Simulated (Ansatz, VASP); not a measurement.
# Hf in VASP and in Ansatz

INCAR

```
SYSTEM = Hf
ALGO     = Normal         ! electronic algorithm
DIPOL    = 0.5 0.5 0.500
EDIFF    = 1E-6           ! SCF threshold, eV
ENCUT    = 400            ! plane-wave cutoff, eV
GGA      = CA             ! functional
GGA_COMPAT= .FALSE.      
IDIPOL   = 3            
ISIF     = 2              ! what is computed and relaxed
ISMEAR   = -1             ! smearing method
LASPH    = .TRUE.         ! aspherical terms in the spheres
LCHARG   = .FALSE.        ! write CHGCAR
LDIPOL   = .TRUE.       
LREAL    = .FALSE.        ! projectors in reciprocal space
LWAVE    = .FALSE.        ! write WAVECAR
NBANDS   = 33             ! bands
NELM     = 120            ! most SCF steps
NELMDL   = -8           
PREC     = Accurate       ! precision mode
SIGMA    = 0.08           ! smearing width, eV
```

The input KPOINTS:

```
k-points
0
G
  12 12 1
  0 0 0
```

Contents of POSCAR:

```
Hf
1.0
    3.1180146446      0.0000000000      0.0000000000
   -1.5590073223      2.7002798916      0.0000000000
    0.0000000000      0.0000000000     25.8932000000
Hf
5
Direct
    0.0000000000      0.0000000000      0.3129801676
    0.3333333333      0.6666666667      0.4025170969
    0.0000000000      0.0000000000      0.4999999907
    0.3333333333      0.6666666667      0.5974829050
    0.0000000000      0.0000000000      0.6870198395
```

Input for Ansatz:

```yaml
crystal:
  lattice:
    - [3.1180146446, 0.0, 0.0]
    - [-1.5590073223, 2.7002798916, 0.0]
    - [0.0, 0.0, 25.8932]
  atoms:
    - { symbol: Hf, position: [0.0, 0.0, 0.3129801676] }
    - { symbol: Hf, position: [0.3333333333, 0.6666666667, 0.4025170969] }
    - { symbol: Hf, position: [0.0, 0.0, 0.4999999907] }
    - { symbol: Hf, position: [0.3333333333, 0.6666666667, 0.597482905] }
    - { symbol: Hf, position: [0.0, 0.0, 0.6870198395] }
  periodic: [true, true, false]
kpoints:
  mp_grid: { grid: [12, 12, 1] }
scf:
  occupations: { method: fermi_dirac, width: 0.08 }
hamiltonian:
  xc: lda
  pseudopotentials: { kind: all_electron, lapw: { basis_error: 0.001 } }
output:
  forces: true
  stress: true
  eigenvalues: true
```

Alike in both runs: task single point; functional LDA; k mesh 12 × 12 × 1; occupations fermi-dirac, width 0.08 eV; no spin polarisation.

```csv
,VASP,Ansatz
version,VASP 6.6.1,Ansatz 0.2.0
potentials or method,"VASP PAW LDA potentials, release 64 (Hf_pv), cutoff 400 eV","all-electron LAPW, scalar-relativistic"
```

VASP gave:

```
rms of the force components (eV/Å) : 0.008
```

**Question.** What did Ansatz give for the same quantities?

**Answer.** rms of the force components (eV/Å): 0.003.

LDA's correlation is that of Perdew and Zunger in VASP and of Perdew and Wang (1992) in Ansatz. Atom by atom the forces differ by 0.008 eV/Å (rms over components). Ansatz ran all-electron here, and VASP with PAW potentials. Ansatz's warnings: slab cell height set.

Neither program's run includes spin-orbit coupling.
